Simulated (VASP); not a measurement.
TiSi2: single point with LDA

The system is TiSi2.

```
Ti Si
1.0
    -1.44105    1.67011    4.10041
     1.44105   -1.67011    4.10041
     1.44105    1.67011   -4.10041
Ti Si
1 2
Direct
  0.00000 0.00000 0.00000
  0.31280 0.31280 0.00000
  0.68720 0.68720 0.00000
```

This cell differs from its parent crystal: atoms shifted along a free coordinate.

```yaml
Program: VASP 6.6.1
Task: single point
Functional: LDA
Potentials_or_basis: VASP PAW LDA potentials, release 64 (Ti_sv, Si)
Cutoff: 520 eV
k_mesh: 18 × 18 × 18
Occupations: gaussian, width 0.15 eV
Spin: no spin polarisation
```

- Pressure: 6.6 GPa
- Largest force: 1.622 eV/Å
- Band gap on the k mesh: zero (bands 10 and 11 overlap by 2.19 eV)

Forces on the atoms (eV/Å):
```
Ti   0.000  0.000  0.000
Si   0.000  0.000  1.622
Si   0.000  0.000 -1.622
```

Stress tensor (GPa, compression positive):
```
7.44 0.00 0.00
0.00 3.03 0.00
0.00 0.00 9.42
```

Levels at points of the mesh, in eV from the Fermi level:
| k point | band 7 | band 8 | band 9 | band 10 | band 11 | band 12 | band 13 | band 14 |
| --- | --- | --- | --- | --- | --- | --- | --- | --- |
| (0.00, 0.00, 0.00) | -4.07 | -2.86 | -0.63 | 0.33 | 1.49 | 2.58 | 3.95 | 3.96 |
| (0.50, 0.00, 0.00) | -4.16 | -3.74 | -0.83 | 1.12 | 1.99 | 2.75 | 3.80 | 4.84 |
| (0.00, 0.50, 0.00) | -3.30 | -3.23 | -0.85 | -0.63 | 0.83 | 2.09 | 3.41 | 4.49 |
| (0.50, 0.50, 0.00) | -5.89 | -5.18 | -3.27 | -1.34 | -0.02 | 2.45 | 3.02 | 3.06 |
| (0.50, 0.50, 0.50) | -1.99 | -1.69 | -0.83 | 0.50 | 1.97 | 1.99 | 2.65 | 3.96 |

It took 6.3 min on 1 thread of Intel(R) Xeon(R) 6975P-C (Granite Rapids), on a shared host, peak memory 0.62 GiB.

Caveat: the cell differs from its parent crystal (atoms shifted along a free coordinate); the stress differs along the axes, from 3 to 9 GPa; forces of over 1 eV/Å act on the atoms, so gaps and moduli don't describe the material at rest.
